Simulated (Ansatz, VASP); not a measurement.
**CdInS2 in VASP and in Ansatz**

```
CELL_PARAMETERS angstrom
3.74984 0.00000 0.00000
-1.87492 3.24746 0.00000
0.00000 0.00000 7.25782
ATOMIC_POSITIONS crystal
Cd 0.00000 0.00000 0.00000
In 0.00000 0.00000 0.50000
S 0.66667 0.33333 0.74564
S 0.33333 0.66667 0.25436
```

Alike in both runs: task single point; functional PBE; k mesh 12 × 12 × 6; occupations gaussian, width 0.15 eV; no spin polarisation.

|  | VASP | Ansatz |
| --- | --- | --- |
| version | VASP 6.6.1 | Ansatz 0.2.0 |
| potentials or method | VASP PAW PBE potentials, release 64 (Cd, In_d, S), cutoff 520 eV | scalar-relativistic, plane waves, PAW |
| valence electrons in the cell | 37 | 45 |

|  | VASP | Ansatz | Ansatz less VASP |
| --- | --- | --- | --- |
| gap on the k mesh at the Fermi level (eV) | none | none | - |
| pressure (GPa) | -0.8 | -0.9 | -0.11 |
| traceless stress, the component that is largest in VASP (GPa) | -5.63 | -5.68 | -0.047 |
| rms of the force components (eV/Å) | 0.061 | 0.071 | +0.0097 |

Atom by atom the forces differ by 0.010 eV/Å (rms over components). A gap of «none» marks a metal or a gap that the smearing closes. VASP's potentials hold 37 valence electrons a cell and Ansatz's 45, so a difference there can come from the potentials and not from the codes.
